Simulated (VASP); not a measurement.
# CsAg2 (P4/nmm) in VASP: notebook

The runs below take CsAg2 through single point, relaxation of cell and atoms, with PBE.

All numbers are computed with VASP 6.6.1; they aren't measurements. Logs are shortened: lines on timing, memory, paths and dates and some standing lists are left out, and cuts for length are marked.

## 1. The cell of the first run

It takes space group P4/nmm (No. 129, tetragonal). Conventional cell: a = 4.303 Å, b = 4.303 Å, c = 9.030 Å, α = 90.00°, β = 90.00°, γ = 90.00°. Within 4.1 Å of Cs (site symmetry 4mm) lie 9 Ag at 3.13 to 3.32 Å. Ag (site symmetry -4m2) has 8 Ag at 3.04 to 3.90 Å and 4 Cs at 3.32 Å within 4.0 Å. Within 4.1 Å of Ag (site symmetry 4mm) lie 5 Cs at 3.13 to 3.25 Å and 8 Ag at 3.90 to 3.96 Å.

## 2. Single point, PBE

Contents of INCAR:

```
PREC     = Accurate       # precision mode
ENCUT    = 520            # plane-wave cutoff, eV
EDIFF    = 1E-6           # SCF threshold, eV
ISMEAR   = 0              # smearing method
SIGMA    = 0.1            # smearing width, eV
LREAL    = F              # projectors in reciprocal space
LASPH    = T              # aspherical terms in the spheres
NELM     = 60             # most SCF steps
ALGO     = Fast           # electronic algorithm
ISIF     = 2              # what is computed and relaxed
LWAVE    = F              # write WAVECAR
LCHARG   = T              # write CHGCAR
GGA      = PE             # functional
LELF     = T              # ELF
LVHAR    = T            
NBANDS   = 40             # bands
```

Contents of KPOINTS:

```
regular mesh
0
Gamma
  4 4 2
```

Contents of POSCAR:

```
CsAg2
1.0
    4.3030192185      0.0000000000      0.0000000000
    0.0000000000      4.3030192185      0.0000000000
    0.0000000000      0.0000000000      9.0304429267
Cs Ag
2 4
Direct
    0.5000000000      0.0000000000      0.2800000000
    0.0000000000      0.5000000000      0.7200000000
    0.0000000000      0.0000000000      0.0000000000
    0.5000000000      0.5000000000      0.0000000000
    0.5000000000      0.0000000000      0.6400000000
    0.0000000000      0.5000000000      0.3600000000
```

Potentials or basis: VASP PAW PBE potentials, release 64 (Cs_sv, Ag).

Launch:

```console
$ cat potpaw_PBE.64/Cs_sv/POTCAR potpaw_PBE.64/Ag/POTCAR > POTCAR
$ mpirun -np 1 vasp_std > vasp.out
```

OUTCAR:

```text
PREC = Accurate
   ENCUT = 520
   EDIFF = 1E-6
   ISMEAR = 0
   LREAL = F
   LASPH = T
   NELM = 60
   ISIF = 2
   GGA = PE

 ion  position               nearest neighbor table
   1  0.500  0.000  0.280-   6 3.13   6 3.13   6 3.13   6 3.13   5 3.25   3 3.32   3 3.32   4 3.32
                             4 3.32
   2  0.000  0.500  0.720-   5 3.13   5 3.13   5 3.13   5 3.13   6 3.25   3 3.32   4 3.32   4 3.32
                             3 3.32
   3  0.000  0.000  0.000-   4 3.04   4 3.04   4 3.04   4 3.04   2 3.32   1 3.32   1 3.32   2 3.32

   4  0.500  0.500  0.000-   3 3.04   3 3.04   3 3.04   3 3.04   2 3.32   2 3.32   1 3.32   1 3.32

   5  0.500  0.000  0.640-   2 3.13   2 3.13   2 3.13   2 3.13   1 3.25
   6  0.000  0.500  0.360-   1 3.13   1 3.13   1 3.13   1 3.13   2 3.25

  LATTYP: Found a simple tetragonal cell.
 ALAT       =     4.3030192185
 C/A-ratio  =     2.0986294665

  Lattice vectors:

 A1 = (   4.3030192185,   0.0000000000,   0.0000000000)
 A2 = (   0.0000000000,   4.3030192185,   0.0000000000)
 A3 = (   0.0000000000,   0.0000000000,   9.0304429267)

Analysis of symmetry for initial positions (statically):
=====================================================================
 Subroutine PRICEL returns:
 Original cell was already a primitive cell.

 Routine SETGRP: Setting up the symmetry group for a
 simple tetragonal supercell.

 Subroutine GETGRP returns: Found 16 space group operations
 (whereof  8 operations were pure point group operations)
 out of a pool of 16 trial point group operations.

The static configuration has the point symmetry D_2d.
 The point group associated with its full space group is D_4h.

Analysis of symmetry for dynamics (positions and initial velocities):
=====================================================================
 Subroutine PRICEL returns:
 Original cell was already a primitive cell.

 Routine SETGRP: Setting up the symmetry group for a
 simple tetragonal supercell.

 Subroutine GETGRP returns: Found 16 space group operations
 (whereof  8 operations were pure point group operations)
 out of a pool of 16 trial point group operations.

The dynamic configuration has the point symmetry D_2d.
 The point group associated with its full space group is D_4h.

 Subroutine INISYM returns: Found 16 space group operations
 (whereof  8 operations are pure point group operations),
 and found     1 'primitive' translations

----------------------------------------------------------------------------------------

                                     Primitive cell

  volume of cell :     167.2075

  direct lattice vectors                    reciprocal lattice vectors
     4.303019219  0.000000000  0.000000000     0.232394965  0.000000000  0.000000000
     0.000000000  4.303019219  0.000000000     0.000000000  0.232394965  0.000000000
     0.000000000  0.000000000  9.030442927     0.000000000  0.000000000  0.110736540

  length of vectors
     4.303019219  4.303019219  9.030442927     0.232394965  0.232394965  0.110736540

  position of ions in fractional coordinates (direct lattice)
     0.500000000  0.000000000  0.280000000
     0.000000000  0.500000000  0.720000000
     0.000000000  0.000000000  0.000000000
     0.500000000  0.500000000  0.000000000
     0.500000000  0.000000000  0.640000000
     0.000000000  0.500000000  0.360000000

  ion indices of the primitive-cell ions
   primitive index   ion index
                 1           1
                 2           2
                 3           3
                 4           4
                 5           5
                 6           6

----------------------------------------------------------------------------------------

 KPOINTS: regular mesh

Automatic generation of k-mesh.
 Grid dimensions read from file:
 generate k-points for:    4    4    2

 Generating k-lattice:

  Cartesian coordinates                     Fractional coordinates (reciprocal lattice)
     0.058098741  0.000000000  0.000000000     0.250000000  0.000000000  0.000000000
[... 45 lines left out ...]
 Gauss-broadening in eV      SIGMA  =   0.10
  energy-cutoff  :      520.00
  volume of cell :      167.21
 maximum number of plane-waves:      4568
   NGX = 17   NGY = 17   NGZ = 33

 number of electron      61.9999979 magnetization

 Free energy of the ion-electron system (eV)
  ---------------------------------------------------
  ext. energy  EPLUGINS =         0.00000000
  ---------------------------------------------------
  free energy    TOTEN  =        -8.26681572 eV

  energy without entropy =       -8.24255502  energy(sigma->0) =       -8.25468537

 E-fermi :   4.4214     XC(G=0):  -9.8445

 val. band max:        4.3927540705   @ k =   0.2500   0.2500   0.5000
 cond. band min:       4.4665081713   @ k =   0.2500   0.0000   0.5000
 fundamental gap:      0.0737541009
 Fermi energy:         4.4213984414

 k-point     1 :       0.0000    0.0000    0.0000
  band No.  band energies     occupation
      1     -17.4894      2.00000
      2     -17.4646      2.00000
      3      -4.9668      2.00000
      4      -4.5660      2.00000
      5      -4.2955      2.00000
      6      -4.2955      2.00000
[... 32 lines left out ...]
     39       9.5019      0.00000
     40      10.5362      0.00000

 k-point     2 :       0.2500    0.0000    0.0000
  band No.  band energies     occupation
      1     -17.4554      2.00000
      2     -17.4378      2.00000
      3      -4.8978      2.00000
      4      -4.7874      2.00000
      5      -4.7374      2.00000
      6      -4.5495      2.00000
[... 32 lines left out ...]
     39       9.2151      0.00000
     40       9.7884      0.00000

 k-point     3 :       0.5000    0.0000    0.0000
  band No.  band energies     occupation
      1     -17.4158      2.00000
      2     -17.4158      2.00000
      3      -5.2186      2.00000
      4      -5.2186      2.00000
      5      -4.6085      2.00000
      6      -4.6085      2.00000
[... 337 lines left out ...]
  band No.  band energies     occupation
      1     -17.3939      2.00000
      2     -17.3939      2.00000
      3      -5.0997      2.00000
      4      -5.0997      2.00000
      5      -4.6955      2.00000
      6      -4.6955      2.00000
[... 32 lines left out ...]
     39       9.2478      0.00000
     40       9.2478      0.00000

 k-point    12 :       0.5000    0.5000    0.5000
  band No.  band energies     occupation
      1     -17.3719      2.00000
      2     -17.3719      2.00000
      3      -4.9584      2.00000
      4      -4.9584      2.00000
      5      -4.9433      2.00000
      6      -4.9433      2.00000
[... 32 lines left out ...]
     39       9.6194      0.00000
     40       9.6197      0.00000

------------------------ aborting loop because EDIFF is reached ----------------------------------------

  FORCE on cell =-STRESS in cart. coord.  units (eV):
  Direction    XX          YY          ZZ          XY          YZ          ZX
  --------------------------------------------------------------------------------------
  -------------------------------------------------------------------------------------
  Total        6.4238596      6.4238596      9.9486293      0.0000000      0.0000000      0.0000000
  in kB       61.5532515     61.5532515     95.3275007      0.0000000      0.0000000      0.0000000
  external PRESSURE =      72.8113346 kB  Pullay stress =       0.0000000 kB

 VOLUME and BASIS-vectors are now :
 -----------------------------------------------------------------------------
  energy-cutoff  :      520.00
  volume of cell :      167.21
      direct lattice vectors                 reciprocal lattice vectors
     4.303019219  0.000000000  0.000000000     0.232394965  0.000000000  0.000000000
     0.000000000  4.303019219  0.000000000     0.000000000  0.232394965  0.000000000
     0.000000000  0.000000000  9.030442927     0.000000000  0.000000000  0.110736540

 POSITION                                       TOTAL-FORCE (eV/Angst)
 -----------------------------------------------------------------------------------
      2.15151      0.00000      2.52852        -0.000000     -0.000000      0.173833
      0.00000      2.15151      6.50192        -0.000000     -0.000000     -0.173833
      0.00000      0.00000      0.00000        -0.000000      0.000000     -0.000000
      2.15151      2.15151      0.00000         0.000000     -0.000000     -0.000000
      2.15151      0.00000      5.77948        -0.000000     -0.000000     -0.043440
      0.00000      2.15151      3.25096        -0.000000      0.000000      0.043440
 -----------------------------------------------------------------------------------
    total drift:                                0.000000     -0.000000      0.000000

  FREE ENERGIE OF THE ION-ELECTRON SYSTEM (eV)
  ---------------------------------------------------
  free  energy   TOTEN  =        -8.2668157183 eV

  energy  without entropy=       -8.2425550208  energy(sigma->0) =       -8.25468537
```

Run time: 39 s. Hardware: 1 thread of Intel Xeon 6975P-C (Granite Rapids), shared host; peak memory 0.28 GiB.

Results:

```
Free energy            : -8.2668 eV
Pressure               : 7.3 GPa
Largest force          : 0.174 eV/Å
Band gap on the k mesh : zero (band 31 reaches 5.10 eV, above the bottom of band 32 at 4.03 eV)
```

Forces on the atoms (eV/Å):
```
Cs   0.000  0.000  0.174
Cs   0.000  0.000 -0.174
Ag   0.000  0.000  0.000
Ag   0.000  0.000  0.000
Ag   0.000  0.000 -0.043
Ag   0.000  0.000  0.043
```

Caveat: the k points lie up to 0.37 Å⁻¹ apart; spin-orbit coupling is left out, which moves the levels of the heavy elements.

## 3. Single point, PBE

This run uses another cell than the first one, of 33.17 Å³/atom, 1.190 times its volume.

Contents of INCAR:

```
PREC = Accurate
ENCUT = 520
EDIFF = 1E-7
ISMEAR = 0
SIGMA = 0.1
LREAL = False
LASPH = True
NELM = 60
ALGO = Fast
ISIF = 2
LWAVE = False
LCHARG = False
GGA = PE
NBANDS = 40
```

Contents of KPOINTS:

```
Automatic mesh
0
Gamma
  4 4 2
```

Contents of POSCAR:

```
CsAg2
1.0
    3.9367724356      0.0000000000      0.0000000000
    0.0000000000      3.9367724356      0.0000000000
    0.0000000000      0.0000000000     12.8420600090
Cs Ag
2 4
Direct
    0.5000000000      0.0000000000      0.2486896105
    0.0000000000      0.5000000000      0.7513103895
    0.0000000000      0.0000000000      0.0000000000
    0.5000000000      0.5000000000      0.0000000000
    0.5000000000      0.0000000000      0.5181413490
    0.0000000000      0.5000000000      0.4818586510
```

Potentials or basis: VASP PAW PBE potentials, release 64 (Cs_sv, Ag).

Launch:

```console
$ cat potpaw_PBE.64/Cs_sv/POTCAR potpaw_PBE.64/Ag/POTCAR > POTCAR
$ mpirun -np 1 vasp_std > vasp.out
```

Wall time 62 s (1 thread of Intel Xeon 6975P-C (Granite Rapids), shared host); peak memory 0.31 GiB.

The run converged. Its results:

```
Free energy            : -12.0388 eV
Pressure               : 0.0 GPa
Largest force          : 0.013 eV/Å
Band gap on the k mesh : zero (band 31 reaches 4.59 eV, above the bottom of band 32 at 2.10 eV)
```

Forces on the atoms (eV/Å):
```
Cs   0.000  0.000 -0.003
Cs   0.000  0.000  0.003
Ag   0.000  0.000  0.000
Ag   0.000  0.000  0.000
Ag   0.000  0.000  0.013
Ag   0.000  0.000 -0.013
```

Stress tensor (GPa, compression positive):
```
-0.03  0.00  0.00
 0.00 -0.03  0.00
 0.00  0.00  0.15
```

Levels at points of the mesh, in eV from the Fermi level:
```tsv
k point	band 27	band 28	band 29	band 30	band 31	band 32	band 33	band 34	band 35	band 36
(0.00, 0.00, 0.00)	-3.21	-3.14	-2.60	-2.45	-1.43	0.40	0.83	1.63	1.74	1.78
(0.50, 0.00, 0.00)	-3.80	-3.80	-2.09	-2.09	-1.95	-1.95	1.55	1.55	1.83	1.83
(0.50, 0.50, 0.00)	-3.57	-3.57	-0.32	-0.32	0.11	0.11	0.70	0.70	1.52	1.52
(0.00, 0.00, 0.50)	-3.21	-3.14	-2.60	-2.45	-0.66	-0.56	1.33	1.57	1.64	1.72
(0.50, 0.00, 0.50)	-3.80	-3.80	-2.28	-2.28	-1.69	-1.69	1.06	1.06	2.12	2.12
(0.50, 0.50, 0.50)	-3.57	-3.57	-0.34	-0.34	0.11	0.11	0.64	0.64	1.26	1.26
```

Caveat: the k points lie up to 0.40 Å⁻¹ apart; spin-orbit coupling is left out, which moves the levels of the heavy elements.

## 4. Relaxation of cell and atoms, PBE

Contents of INCAR:

```
PREC = Accurate
ENCUT = 600
EDIFF = 1E-6
ISMEAR = 0
SIGMA = 0.1
LREAL = F
LASPH = T
NELM = 80
ALGO = Fast
ISIF = 3
LWAVE = F
LCHARG = F
GGA = PE
IBRION = 2
NSW = 90
EDIFFG = -0.04
```

KPOINTS is that of step 3.

Contents of POSCAR:

```
CsAg2
1.0
    4.3030192185      0.0000000000      0.0000000000
    0.0000000000      4.3030192185      0.0000000000
    0.0000000000      0.0000000000      9.0304429267
Cs Ag
2 4
Direct
    0.5000000000      0.0000000000      0.2800000000
    0.0000000000      0.5000000000      0.7200000000
    0.0000000000      0.0000000000      0.0000000000
    0.5000000000      0.5000000000      0.0000000000
    0.5000000000      0.0000000000      0.6400000000
    0.0000000000      0.5000000000      0.3600000000
```

Launch:

```console
$ cat potpaw_PBE.64/Cs_sv/POTCAR potpaw_PBE.64/Ag/POTCAR > POTCAR
$ mpirun -np 1 vasp_std > vasp.out
```

Wall time 19 min (1 thread of Intel Xeon 6975P-C (Granite Rapids), shared host); peak memory 0.36 GiB.

The run converged. Its results:

```
Free energy                            : -12.0053 eV
Relaxed volume                         : 33.15 Å³/atom
Relaxed cell                           : a = 3.941 Å, b = 3.941 Å, c = 12.804 Å, α = 90.00°, β = 90.00°, γ = 90.00°
Space group after relaxing (to 0.05 Å) : P4/nmm (No. 129)
Energy gained by relaxing              : 623.3 meV/atom
Ionic steps                            : 40
Pressure after relaxing                : -0.1 GPa
Largest force after relaxing           : 0.013 eV/Å
Band gap on the k mesh                 : zero (band 31 reaches 4.58 eV, above the bottom of band 32 at 2.10 eV)
```

Forces on the atoms (eV/Å):
```
Cs   0.000  0.000 -0.007
Cs   0.000  0.000  0.007
Ag   0.000  0.000  0.000
Ag   0.000  0.000  0.000
Ag   0.000  0.000 -0.013
Ag   0.000  0.000  0.013
```

Stress tensor (GPa, compression positive):
```
-0.12  0.00  0.00
 0.00 -0.12  0.00
 0.00  0.00  0.08
```

The path:
```csv
step,energy change (eV),largest force (eV/Å),pressure (GPa),volume (Å³)
1,0.0000,0.1742,7.28,167.21
2,-0.9365,0.1221,2.19,199.73
3,-1.1420,0.1333,0.69,220.85
4,-1.1053,0.1048,-0.87,267.36
5,-1.1835,0.1260,-0.21,241.82
6,-1.1846,0.1277,-0.15,239.29
7,-1.1846,0.1286,-0.07,237.68
8,-1.2025,0.1660,-0.05,237.08
9,-1.2447,0.2783,0.05,235.05
10,-1.2689,0.5137,0.40,230.05
11,-1.2721,0.4520,0.28,231.40
12,-1.2882,0.4860,0.25,232.01
13,-1.3421,0.5854,0.14,233.74
14,-1.4723,0.7430,-0.12,236.77
15,-1.7846,0.8256,-0.69,241.15
16,-1.8991,0.4837,-2.23,243.69
17,-2.0039,0.7726,-1.13,242.63
18,-2.0861,0.6577,-1.51,243.60
19,-2.0712,0.7121,-1.34,243.30
20,-2.0941,0.7001,-1.40,242.81
21,-2.1395,0.6507,-1.61,241.21
22,-2.1001,0.5888,-2.05,237.52
23,-2.1521,0.6352,-1.70,240.53
24,-2.2235,0.6728,-1.65,237.16
25,-2.4383,0.7766,-1.44,227.23
26,-2.8136,0.8257,-0.43,208.21
27,-2.6290,0.1056,6.46,173.38
28,-2.9346,0.7812,0.60,197.12
29,-2.9535,0.5740,2.33,186.72
30,-3.0958,0.4089,2.78,184.16
31,-3.2771,0.2308,4.45,177.20
32,-3.5520,0.2306,2.38,184.71
33,-3.7058,0.2212,0.39,194.96
34,-3.7129,0.2182,0.02,197.43
35,-3.7131,0.2178,-0.05,197.88
36,-3.7169,0.1999,-0.03,197.95
37,-3.7266,0.1467,-0.03,198.18
38,-3.7379,0.0483,-0.05,198.63
39,-3.7294,0.1418,-0.08,199.53
40,-3.7396,0.0126,-0.06,198.88
```

Final structure:
```yaml
crystal:
  lattice:
    - [3.94114, 0.00000, 0.00000]
    - [0.00000, 3.94114, 0.00000]
    - [0.00000, 0.00000, 12.80422]
  atoms:
    - { symbol: Cs, position: [0.50000, 0.00000, 0.24900] }
    - { symbol: Cs, position: [0.00000, 0.50000, 0.75100] }
    - { symbol: Ag, position: [0.00000, 0.00000, 0.00000] }
    - { symbol: Ag, position: [0.50000, 0.50000, 0.00000] }
    - { symbol: Ag, position: [0.50000, 0.00000, 0.51923] }
    - { symbol: Ag, position: [0.00000, 0.50000, 0.48077] }
```

Levels at points of the mesh, in eV from the Fermi level:
| k point | band 27 | band 28 | band 29 | band 30 | band 31 | band 32 | band 33 | band 34 | band 35 | band 36 |
| --- | --- | --- | --- | --- | --- | --- | --- | --- | --- | --- |
| (0.00, 0.00, 0.00) | -3.22 | -3.14 | -2.63 | -2.45 | -1.42 | 0.42 | 0.85 | 1.65 | 1.76 | 1.82 |
| (0.50, 0.00, 0.00) | -3.78 | -3.78 | -2.09 | -2.09 | -1.94 | -1.94 | 1.57 | 1.57 | 1.84 | 1.84 |
| (0.50, 0.50, 0.00) | -3.57 | -3.57 | -0.32 | -0.32 | 0.11 | 0.11 | 0.70 | 0.70 | 1.51 | 1.51 |
| (0.00, 0.00, 0.50) | -3.22 | -3.14 | -2.63 | -2.45 | -0.66 | -0.53 | 1.35 | 1.62 | 1.66 | 1.74 |
| (0.50, 0.00, 0.50) | -3.78 | -3.78 | -2.27 | -2.27 | -1.68 | -1.68 | 1.07 | 1.07 | 2.14 | 2.14 |
| (0.50, 0.50, 0.50) | -3.57 | -3.57 | -0.34 | -0.34 | 0.11 | 0.11 | 0.64 | 0.64 | 1.25 | 1.25 |

Caveat: the k points lie up to 0.40 Å⁻¹ apart in the final cell; the volume moved by over 15 % at a fixed basis, so the end points are rough; spin-orbit coupling is left out, which moves the levels of the heavy elements.

## 5. The runs side by side

```tsv
task	cell	cutoff (eV)	gap on the mesh (eV)	pressure (GPa)	largest force (eV/Å)
single point	a = 4.303, b = 4.303, c = 9.030 Å, 6 atoms	520	none	7.3	0.17
single point	a = 3.937, b = 3.937, c = 12.842 Å, 6 atoms	520	none	0.0	0.01
relaxation of cell and atoms	relaxed from a = 4.303, b = 4.303, c = 9.030 Å, 6 atoms	600	none	-0.1	0.01
```

Alike in all rows: level PBE; potentials or basis VASP PAW PBE potentials, release 64 (Cs_sv, Ag); no spin polarisation; k mesh 4 × 4 × 2; smearing gaussian 0.1 eV.

Caveats: all runs use coarse meshes; spin-orbit coupling is left out, which moves the levels of the heavy elements; the volume moved by over 15 % at a fixed basis, so the end points are rough (some runs).

Absolute energies hang on the potentials; compare differences alone.
